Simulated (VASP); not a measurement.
KF, 2 atoms in the cell. Symmetry: Pm-3m, No. 221, cubic system. The conventional cell has a = 3.179 Å, b = 3.179 Å, c = 3.179 Å, α = 90.00°, β = 90.00°, γ = 90.00°. K (site symmetry m-3m) has 8 F at 2.75 Å and 6 K at 3.18 Å within 3.6 Å. Within 3.6 Å of F (site symmetry m-3m) lie 8 K at 2.75 Å and 6 F at 3.18 Å. 

```yaml
Program: VASP 6.6.1
Task: single point
Functional: r2SCAN
Potentials_or_basis: VASP PAW PBE potentials, release 64 (K_sv, F)
Cutoff: 520 eV
k_mesh: 6 × 6 × 6
Occupations: gaussian, width 0.01 eV
Spin: no spin polarisation
Dipole_correction: no
Further_INCAR_settings: ALGO = Normal; EDIFF = 1e-06; NBANDS = 15
```

Potentials or basis: VASP PAW PBE potentials, release 64 (K_sv, F).

Launch:

```console
$ cat potpaw_PBE.64/K_sv/POTCAR potpaw_PBE.64/F/POTCAR > POTCAR
$ cp INCAR.step1 INCAR
$ mpirun -np 1 vasp_std > vasp.out
$ cp INCAR.step2 INCAR
$ mpirun -np 1 vasp_std > vasp.out
```

Hardware: 1 thread of Intel Xeon 6975P-C, on a shared host.

How long does it take, and how much memory?

Run time: 29 s on 1 thread of Intel Xeon 6975P-C, on a shared host, peak memory 0.14 GiB. Counts: k points 20.
